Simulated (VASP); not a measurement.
Write the native input for VASP 6.6.1 that does the following.

| Item | Value |
| --- | --- |
| Task | single point |
| Functional | PBE |
| Potentials or basis | VASP PAW PBE potentials, release 64 (Ni, Sb) |
| Cutoff | 520 eV |
| k mesh | 12 × 12 × 12 |
| Occupations | gaussian, width 0.05 eV |
| Spin | collinear spin |
| Starting moments | [0.05, 0.0] μB |
| Dipole correction | no |
| Further INCAR settings | ALGO = Normal; EDIFF = 1e-06; NBANDS = 18 |

The structure of NiSb lies in POSCAR:

```
NiSb
1.0
    0.0000000000      2.6337378275      2.6337378275
    2.6337378275      0.0000000000      2.6337378275
    2.6337378275      2.6337378275      0.0000000000
Ni Sb
1 1
Direct
    0.5000000000      0.5000000000      0.5000000000
    0.0379688513     -0.0379688513      0.0379688513
```

This cell differs from its parent crystal: atom 2 (Sb) moved 0.2 Å along y.

One way to write it, as run:

INCAR

```
SYSTEM = NiSb
ALGO     = Normal         ! electronic algorithm
EDIFF    = 1E-6           ! SCF threshold, eV
ENCUT    = 520            ! plane-wave cutoff, eV
GGA      = PE             ! functional
ISIF     = 2              ! what is computed and relaxed
ISMEAR   = 0              ! smearing method
ISPIN    = 2              ! spin polarisation
LASPH    = .TRUE.         ! aspherical terms in the spheres
LCHARG   = .FALSE.        ! write CHGCAR
LMAXMIX  = 4              ! l up to which the mixer works
LORBIT   = 11             ! projections on sites
LREAL    = .FALSE.        ! projectors in reciprocal space
LWAVE    = .FALSE.        ! write WAVECAR
MAGMOM   = 0.05 0         ! initial moments
NBANDS   = 18             ! bands
NELM     = 150            ! most SCF steps
PREC     = Accurate       ! precision mode
SIGMA    = 0.05           ! smearing width, eV
```

KPOINTS

```
k-points
0
G
  12 12 12
  0 0 0
```

Potentials or basis: VASP PAW PBE potentials, release 64 (Ni, Sb).

Launch:

```console
$ cat potpaw_PBE.64/Ni/POTCAR potpaw_PBE.64/Sb/POTCAR > POTCAR
$ mpirun -np 1 vasp_std > vasp.out
```

Results of the run:

```
Pressure                                              : 2.2 GPa
Largest force                                         : 0.862 eV/Å
Net moment                                            : 0.00 μB per cell
Valence electrons inside the program's atomic spheres : Ni 9.30; Sb 2.42
```

Caveat: the cell differs from its parent crystal (atom 2 (Sb) moved 0.2 Å along y); the stress differs along the axes, from 0 to 6 GPa.

It took 4.3 min on 1 thread of Intel Xeon 8259CL, on a shared host, peak memory 0.3 GiB.
